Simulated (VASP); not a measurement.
# AlN (P1) in VASP: further runs

The runs below take AlN through single point, with PBE.

All numbers are computed with VASP 6.6.1; they aren't measurements. Logs are shortened: lines on timing, memory, paths and dates and some standing lists are left out, and cuts for length are marked.

### Step 1. The cell of the first run

The typed cell holds 16 atoms: a = 6.198 Å, b = 6.198 Å, c = 6.198 Å, α = 60.00°, β = 60.00°, γ = 60.00°.

### Step 2. Single point, PBE

INCAR

```
SYSTEM = AlN
PREC = Accurate ; ENCUT = 520
EDIFF = 1E-6 ; ISMEAR = -1
SIGMA = 0.0388 ; LREAL = Auto
LASPH = .True. ; NELM = 120
ALGO = Normal ; ISIF = 2
LWAVE = .False. ; LCHARG = .False.
GGA = PE ; NBANDS = 46
GGA_COMPAT = .False. ; ISYM = -1
```

KPOINTS

```
explicit points
4
Reciprocal
  0.25000000   0.25000000   0.25000000 2
  0.25000000   0.25000000   0.75000000 2
  0.25000000   0.75000000   0.25000000 2
  0.25000000   0.75000000   0.75000000 2
```

POSCAR

```
AlN
1.0
   -4.3824988109      4.3824988109      0.0000000000
   -4.3824988109      0.0000000000      4.3824988109
    0.0000000000      4.3824988109      4.3824988109
Al N
8 8
Direct
   -0.0051930419     -0.0102383371      0.0042540799
    0.4795098848      0.0048907030     -0.0124313782
    0.0090377663      0.5151195921      0.0053184270
   -0.0046708512      0.0037581299      0.5023339640
    0.5246463489      0.4903421753     -0.0097823187
    0.4876102863      0.0021256138      0.5041693325
   -0.0029405598      0.5116430367      0.5021772041
    0.5053166231      0.4927550681      0.4989834782
    0.6239561305      0.6196642868      0.1257631830
    0.1454568564      0.6276409005      0.1252738503
    0.6224677103      0.1052595836      0.1272424761
    0.6217164265      0.6371925289      0.6171466592
    0.1126554784      0.1319296422      0.1329792717
    0.1252455559      0.6296335992      0.6310579008
    0.6411497461      0.1037727606      0.6192140870
    0.1202270720      0.1248808097      0.6309101541
```

Potentials or basis: VASP PAW PBE potentials, release 64 (Al, N).

Run with:

```console
cat potpaw_PBE.64/Al/POTCAR potpaw_PBE.64/N/POTCAR > POTCAR
mpirun -np 1 vasp_std > vasp.out
```

OUTCAR:

```text
SYSTEM = AlN
   PREC = Accurate
   ENCUT = 520
   EDIFF = 1E-6
   ISMEAR = -1
   LREAL = Auto
   LASPH = .True.
   NELM = 120
   ISIF = 2
   GGA = PE
   ISYM = -1

 ion  position               nearest neighbor table
   1  0.995  0.990  0.004-  10 1.84  11 1.89  16 1.89  13 1.97   3 2.90   2 3.00   5 3.01   7 3.03
                             4 3.07   6 3.08   6 3.12   4 3.13   7 3.18   5 3.19   2 3.20   3 3.30
   2  0.480  0.005  0.988-  13 1.86  15 1.88  11 1.94   9 1.95   6 2.98   1 3.00   8 3.03   5 3.05
                             3 3.05   4 3.10   4 3.11   5 3.17   3 3.17   8 3.18   1 3.20   6 3.22
   3  0.009  0.515  0.005-  10 1.87  14 1.90  13 1.94   9 1.96   1 2.90   7 3.03   2 3.05   4 3.08
                             5 3.08   8 3.10   8 3.11   4 3.13   5 3.13   7 3.17   2 3.17   1 3.30
   4  0.995  0.004  0.502-  15 1.80  13 1.87  14 1.89  16 1.90   8 3.03   7 3.05   6 3.05   1 3.07
                             3 3.08   2 3.10   2 3.11   3 3.13   1 3.13   6 3.15   7 3.15   8 3.16
   5  0.525  0.490  0.990-   9 1.85  12 1.89  10 1.92  11 1.96   7 2.98   1 3.01   2 3.05   3 3.08
                             6 3.10   8 3.10   8 3.10   6 3.11   3 3.13   2 3.17   1 3.19   7 3.22
   6  0.488  0.002  0.504-  12 1.85  16 1.86  15 1.88  11 1.91   2 2.98   4 3.05   1 3.08   8 3.08
                             5 3.10   7 3.10   7 3.10   5 3.11   8 3.12   1 3.12   4 3.15   2 3.22
   7  0.997  0.512  0.502-  14 1.90  12 1.90  10 1.91  16 1.96   5 2.98   1 3.03   3 3.03   4 3.05
                             8 3.08   6 3.10   6 3.10   8 3.12   4 3.15   3 3.17   1 3.18   5 3.22
   8  0.505  0.493  0.499-   9 1.89  12 1.92  14 1.93  15 1.97   2 3.03   4 3.03   6 3.08   7 3.08
                             3 3.10   5 3.10   5 3.10   3 3.11   7 3.12   6 3.12   4 3.16   2 3.18
   9  0.624  0.620  0.126-   5 1.85   8 1.89   2 1.95   3 1.96
  10  0.145  0.628  0.125-   1 1.84   3 1.87   7 1.91   5 1.92
  11  0.622  0.105  0.127-   1 1.89   6 1.91   2 1.94   5 1.96
  12  0.622  0.637  0.617-   6 1.85   5 1.89   7 1.90   8 1.92
  13  0.113  0.132  0.133-   2 1.86   4 1.87   3 1.94   1 1.97
  14  0.125  0.630  0.631-   4 1.89   3 1.90   7 1.90   8 1.93
  15  0.641  0.104  0.619-   4 1.80   2 1.88   6 1.88   8 1.97
  16  0.120  0.125  0.631-   6 1.86   1 1.89   4 1.90   7 1.96

IMPORTANT INFORMATION: All symmetrisations will be switched off!
NOSYMM: (Re-)initialisation of all symmetry stuff for point group C_1.

----------------------------------------------------------------------------------------

                                     Primitive cell

  volume of cell :     168.3431

  direct lattice vectors                    reciprocal lattice vectors
    -4.382498811  4.382498811  0.000000000    -0.114090162  0.114090162 -0.114090162
    -4.382498811  0.000000000  4.382498811    -0.114090162 -0.114090162  0.114090162
     0.000000000  4.382498811  4.382498811     0.114090162  0.114090162  0.114090162

  length of vectors
     6.197789255  6.197789255  6.197789255     0.197609958  0.197609958  0.197609958

  position of ions in fractional coordinates (direct lattice)
     0.994806958  0.989761663  0.004254080
     0.479509885  0.004890703  0.987568622
     0.009037766  0.515119592  0.005318427
     0.995329149  0.003758130  0.502333964
     0.524646349  0.490342175  0.990217681
     0.487610286  0.002125614  0.504169332
[... 8 lines left out ...]
     0.641149746  0.103772761  0.619214087
     0.120227072  0.124880810  0.630910154

  ion indices of the primitive-cell ions
   primitive index   ion index
                 1           1
                 2           2
                 3           3
                 4           4
                 5           5
                 6           6
[... 8 lines left out ...]
                15          15
                16          16

----------------------------------------------------------------------------------------

 KPOINTS: explicit points

Read explicit list of k-points.

 Found      4 k-points:

 Following reciprocal coordinates:
            Coordinates               Weight
  0.250000  0.250000  0.250000      0.250000
  0.250000  0.250000  0.750000      0.250000
  0.250000  0.750000  0.250000      0.250000
  0.250000  0.750000  0.750000      0.250000
   k-points           NKPTS =      4   k-points in BZ     NKDIM =      4   number of bands    NBANDS=     46
   number of dos      NEDOS =    301   number of ions     NIONS =     16
   total plane-waves  NPLWV = 110592
   dimension x,y,z NGX =    48 NGY =   48 NGZ =   48
   dimension x,y,z NGXF=    96 NGYF=   96 NGZF=   96
   ions per type =               8   8
   NGX,Y,Z   is equivalent  to a cutoff of  12.88, 12.88, 12.88 a.u.
   NGXF,Y,Z  is equivalent  to a cutoff of  25.75, 25.75, 25.75 a.u.
 SYSTEM =  AlN
   PREC   = accura    normal or accurate (medium, high low for compatibility)
   ISTART =      0    job   : 0-new  1-cont  2-samecut
   ICHARG =      2    charge: 1-file 2-atom 10-const
   ISPIN  =      1    spin polarized calculation?
   LNONCOLLINEAR =      F non collinear calculations
   LSORBIT =      F    spin-orbit coupling
   LASPH  =      T    aspherical Exc in radial PAW
   ENCUT  =  520.0 eV  38.22 Ry    6.18 a.u.  11.52 11.52 11.52*2*pi/ulx,y,z
   NELM   =    120;   NELMIN=  2; NELMDL= -5     # of ELM steps
   EDIFF  = 0.1E-05   stopping-criterion for ELM
   LREAL  =      T    real-space projection
   EDIFFG = 0.1E-04   stopping-criterion for IOM
   NSW    =      0    number of steps for IOM
   IBRION =     -1    ionic relax: 0-MD 1-quasi-New 2-CG
   NFREE  =      0    steps in history (QN), initial steepest desc. (CG)
   ISIF   =      2    stress and relaxation
   ISYM   =     -1    0-nonsym 1-usesym 2-fastsym
   POTIM  = 0.5000    time-step for ionic-motion
   TEBEG  =    0.0;   TEEND  =   0.0 temperature during run
   PSTRESS=    0.0 pullay stress
   NELECT =      64.0000    total number of electrons
   NUPDOWN=      -1.0000    fix difference up-down
   EMIN   =  10.00;   EMAX   =-10.00  energy-range for DOS
   EFERMI =   0.00;   METHOD = LEGACY
   ISMEAR =    -1;   SIGMA  =   0.04  broadening in eV -4-tet -1-fermi 0-gaus
   EFERMI_NEDOS =   21; number of points for ismear=-14 and -15
   IALGO  =     38    algorithm
   IMIX   =      4    mixing-type and parameters
     AMIX     =   0.40;   BMIX     =  1.00
     AMIX_MAG =   1.60;   BMIX_MAG =  1.00
  volume/ion in A,a.u.               =      10.52        71.00
  Fermi-wavevector in a.u.,A,eV,Ry     =   1.185959  2.241138 19.136578  1.406499
  Thomas-Fermi vector in A             =   2.322142
   LORBIT       =      0    0 simple, 1 ext, 2 COOP (PROOUT), +10 PAW based schemes
   GGA     = PE    functional components
   LHFCALC =     F    Hartree Fock is set to
   AEXX    =    0.0000 exact exchange contribution
   IVDW    =     0    specifies the selected vdW correction
   LEPSILON=     F    determine dielectric tensor
   LRPA    =     F    only Hartree local field effects (RPA)
 non-spin polarized calculation
  energy-cutoff  :      520.00
  volume of cell :      168.34
 maximum number of plane-waves:      4537
 NGX is ok and might be reduce to    48
   NGX = 23   NGY = 23   NGZ = 23

 number of electron      64.0000001 magnetization

 Free energy of the ion-electron system (eV)
  ---------------------------------------------------
  ext. energy  EPLUGINS =         0.00000000
  ---------------------------------------------------
  free energy    TOTEN  =      -118.00786305 eV

  energy without entropy =     -118.00786305  energy(sigma->0) =     -118.00786305

 E-fermi :   6.7895     XC(G=0): -10.8965

 val. band max:        5.9180999543   @ k =   0.2500   0.2500   0.2500
 cond. band min:       9.8537146374   @ k =   0.2500   0.2500   0.2500
 fundamental gap:      3.9356146831
 Fermi energy:         6.7895035117

 k-point     1 :       0.2500    0.2500    0.2500
  band No.  band energies     occupation
      1      -8.8381      2.00000
      2      -7.4905      2.00000
      3      -7.0895      2.00000
      4      -6.9351      2.00000
      5      -6.8357      2.00000
      6      -6.6400      2.00000
[... 36 lines left out ...]
     43      14.8010      0.00000
     44      14.9269      0.00000

 k-point     2 :       0.2500    0.2500    0.7500
  band No.  band energies     occupation
      1      -8.2970      2.00000
      2      -7.8033      2.00000
      3      -7.3661      2.00000
      4      -7.1057      2.00000
      5      -6.9924      2.00000
      6      -6.6349      2.00000
[... 36 lines left out ...]
     43      15.4940      0.00000
     44      15.6446      0.00000

 k-point     3 :       0.2500    0.7500    0.2500
  band No.  band energies     occupation
      1      -8.3006      2.00000
      2      -7.8060      2.00000
      3      -7.3543      2.00000
      4      -7.1431      2.00000
      5      -6.8965      2.00000
      6      -6.7015      2.00000
[... 36 lines left out ...]
     43      15.3668      0.00000
     44      15.7299      0.00000

 k-point     4 :       0.2500    0.7500    0.7500
  band No.  band energies     occupation
      1      -8.2900      2.00000
      2      -7.8192      2.00000
      3      -7.3726      2.00000
      4      -7.1127      2.00000
      5      -6.9239      2.00000
      6      -6.6775      2.00000
[... 36 lines left out ...]
     43      15.3710      0.00000
     44      15.5807      0.00000
 [bands above 44 left out]

------------------------ aborting loop because EDIFF is reached ----------------------------------------

  FORCE on cell =-STRESS in cart. coord.  units (eV):
  Direction    XX          YY          ZZ          XY          YZ          ZX
  --------------------------------------------------------------------------------------
  -------------------------------------------------------------------------------------
  Total        3.1764949      3.0511959      3.0181441     -0.4199323     -0.1975418      1.3600000
  in kB       30.2317530     29.0392410     28.7246755     -3.9966342     -1.8800706     12.9435697
  external PRESSURE =      29.3318898 kB  Pullay stress =       0.0000000 kB

 VOLUME and BASIS-vectors are now :
 -----------------------------------------------------------------------------
  energy-cutoff  :      520.00
  volume of cell :      168.34
      direct lattice vectors                 reciprocal lattice vectors
    -4.382498811  4.382498811  0.000000000    -0.114090162  0.114090162 -0.114090162
    -4.382498811  0.000000000  4.382498811    -0.114090162 -0.114090162  0.114090162
     0.000000000  4.382498811  4.382498811     0.114090162  0.114090162  0.114090162

 POSITION                                       TOTAL-FORCE (eV/Angst)
 -----------------------------------------------------------------------------------
     -8.69737      4.37838      4.35627        -0.910090     -0.120601      1.105842
     -2.12289      6.42947      4.34945        -0.048908      1.985471      0.199532
     -2.29712      0.06292      2.28082         1.450049     -0.640474     -0.785736
     -4.37850      6.56351      2.21795        -0.674585      0.839994     -0.836667
     -4.44819      6.63889      6.48855         1.030758     -0.136165      0.091883
     -2.14627      4.34647      2.21884        -0.588102     -0.418463     -0.809009
[... 8 lines left out ...]
     -3.26462      5.52354      3.16849         0.384565     -1.649907      2.078311
     -1.07419      3.29186      3.31225        -0.311811     -0.501759      0.611164
 -----------------------------------------------------------------------------------
    total drift:                                0.007015      0.011575      0.004212

  FREE ENERGIE OF THE ION-ELECTRON SYSTEM (eV)
  ---------------------------------------------------
  free  energy   TOTEN  =      -118.0078630457 eV

  energy  without entropy=     -118.0078630456  energy(sigma->0) =     -118.00786305
```

Run time: 1.7 min. Hardware: 1 thread of Intel Xeon Platinum 8488C (Sapphire Rapids), shared host; peak memory 0.31 GiB.

Results:

- Free energy: -118.0079 eV
- Pressure: 2.9 GPa
- Largest force: 2.681 eV/Å
- Band gap on the k mesh: 3.94 eV

Forces in eV/Å, atoms in the order of the input:
```
Al  -0.910 -0.121  1.106
Al  -0.049  1.985  0.200
Al   1.450 -0.640 -0.786
Al  -0.675  0.840 -0.837
Al   1.031 -0.136  0.092
Al  -0.588 -0.418 -0.809
Al   0.155  0.480 -0.441
Al  -0.079 -0.311  0.169
N   -0.910  0.436  0.222
N    0.836  0.064 -0.172
N   -0.737 -0.701  0.475
N    0.775  0.932 -0.941
N   -0.347 -0.651 -0.509
N   -0.025  0.394 -0.458
N    0.385 -1.650  2.078
N   -0.312 -0.502  0.611
```

Caveat: the atoms stand as in a frame of molecular dynamics; a shifted mesh leaves out Γ, where band edges can lie; forces of over 1 eV/Å act on the atoms, so gaps and moduli don't describe the material at rest. A k mesh can miss the band edges.

### Step 3. Single point, PBE

INCAR

```
ALGO = Normal
EDIFF = 1E-6
ENCUT = 520
GGA = PE
GGA_COMPAT = False
ISIF = 2
ISMEAR = -1
ISYM = -1
LASPH = True
LCHARG = False
LREAL = Auto
LWAVE = False
NBANDS = 46
NELM = 120
PREC = Accurate
SIGMA = 0.0388
```

KPOINTS is that of step 2.

POSCAR

```
AlN
1.0
   -4.3824988109      4.3824988109      0.0000000000
   -4.3824988109      0.0000000000      4.3824988109
    0.0000000000      4.3824988109      4.3824988109
Al N
8 8
Direct
    0.0126535117     -0.0027153459     -0.0060157461
    0.5241798342     -0.0022401603     -0.0022768974
   -0.0075330311      0.4905241491     -0.0066061627
   -0.0014009131     -0.0040612675      0.5005551843
    0.4711857525      0.5201920407      0.0012958361
    0.5123089810     -0.0013221909      0.5094240971
   -0.0016167717      0.4911505041      0.4922498769
    0.4952034430      0.5016424635      0.5114708747
    0.6270491148      0.6312163721      0.1179546241
    0.0993816585      0.6310007417      0.1231203985
    0.6287273811      0.1445593090      0.1282359732
    0.6192294892      0.6183557867      0.6385638926
    0.1329772181      0.1139221074      0.1289496071
    0.1219482362      0.6254053037      0.6165735843
    0.6207668541      0.1302254774      0.6339228189
    0.1403257654      0.1184713385      0.6124917806
```

Potentials or basis: VASP PAW PBE potentials, release 64 (Al, N).

Run with:

```console
cat potpaw_PBE.64/Al/POTCAR potpaw_PBE.64/N/POTCAR > POTCAR
mpirun -np 1 vasp_std > vasp.out
```

It took 82 s on 1 thread of Intel Xeon Platinum 8488C (Sapphire Rapids), shared host; peak memory 0.31 GiB.

It converged, with:

| Item | Value |
| --- | --- |
| Free energy | -118.0885 eV |
| Pressure | 2.8 GPa |
| Largest force | 1.925 eV/Å |
| Band gap on the k mesh | 3.90 eV |

Forces on the atoms (eV/Å):
```
Al   0.166 -0.979  0.878
Al   0.881 -0.140  1.563
Al  -0.206  0.330 -0.033
Al  -0.552  0.167 -0.176
Al  -0.059  1.894 -0.340
Al   0.254 -1.292 -0.906
Al  -0.020  0.415  0.785
Al  -0.390 -1.148 -0.728
N    1.121  0.119  0.526
N   -0.414  0.553 -0.473
N    0.631  0.119 -0.840
N   -1.077 -0.551 -0.197
N   -0.689 -0.258 -0.162
N    0.528  0.253 -0.169
N   -0.749  0.393 -0.469
N    0.574  0.125  0.739
```

Stress tensor (GPa, compression positive):
```
 2.91  1.00 -0.15
 1.00  2.60 -0.19
-0.15 -0.19  2.81
```

Levels at points of the mesh, in eV from the valence-band top:
```
           k point  band 28  band 29  band 30  band 31  band 32  band 33  band 34  band 35  band 36  band 37
(0.25, 0.25, 0.25)    -0.67    -0.37    -0.29    -0.07     0.00     3.90     4.06     4.33     5.01     6.97
```

Caveat: the atoms stand as in a frame of molecular dynamics; a shifted mesh leaves out Γ, where band edges can lie; forces of over 1 eV/Å act on the atoms, so gaps and moduli don't describe the material at rest. A k mesh can miss the band edges.
